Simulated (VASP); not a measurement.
A run of VASP 6.6.1:

Contents of POSCAR:

```
GaSb
1.0
    0.0000000000      3.1887944129      3.0661484739
    3.1887944129      0.0000000000      3.0661484739
    3.1887944129      3.1887944129      0.0000000000
Ga Sb
1 1
Direct
    0.0000000000      0.0000000000      0.0000000000
    0.7500000000      0.7500000000      0.7500000000
```

INCAR.step1

```
SYSTEM = GaSb
PREC = Accurate ; ENCUT = 520
ISMEAR = 0 ; SIGMA = 0.05
LREAL = .FALSE. ; LASPH = .TRUE.
NELM = 60 ; NBANDS = 16
GGA = PE ; ALGO = Normal
EDIFF = 1E-4 ; LWAVE = .TRUE.
LCHARG = .FALSE.
```

INCAR.step2

```
SYSTEM = GaSb
PREC = Accurate ; ENCUT = 520
EDIFF = 1E-6 ; ISMEAR = 0
SIGMA = 0.05 ; LREAL = .FALSE.
LASPH = .TRUE. ; NELM = 60
ALGO = Normal ; ISIF = 2
LWAVE = .FALSE. ; LCHARG = .FALSE.
METAGGA = R2SCAN ; LMIXTAU = .TRUE.
NBANDS = 16 ; ISTART = 1
```

Contents of KPOINTS:

```
regular mesh
0
G
  10 10 10
  0 0 0
```

Potentials or basis: VASP PAW PBE potentials, release 64 (Ga_d, Sb).

Command:

```sh
$ cat potpaw_PBE.64/Ga_d/POTCAR potpaw_PBE.64/Sb/POTCAR > POTCAR
$ cp INCAR.step1 INCAR
$ mpirun -np 1 vasp_std > vasp.out
$ cp INCAR.step2 INCAR
$ mpirun -np 1 vasp_std > vasp.out
```

Hardware: 1 thread of Intel(R) Xeon(R) 6975P-C (Granite Rapids), on a shared host.

Question: How long does it take, and how much memory?

Answer: Wall time 2.6 min on 1 thread of Intel(R) Xeon(R) 6975P-C (Granite Rapids), with other jobs on the host, peak memory 0.29 GiB. Counts: k points 102.
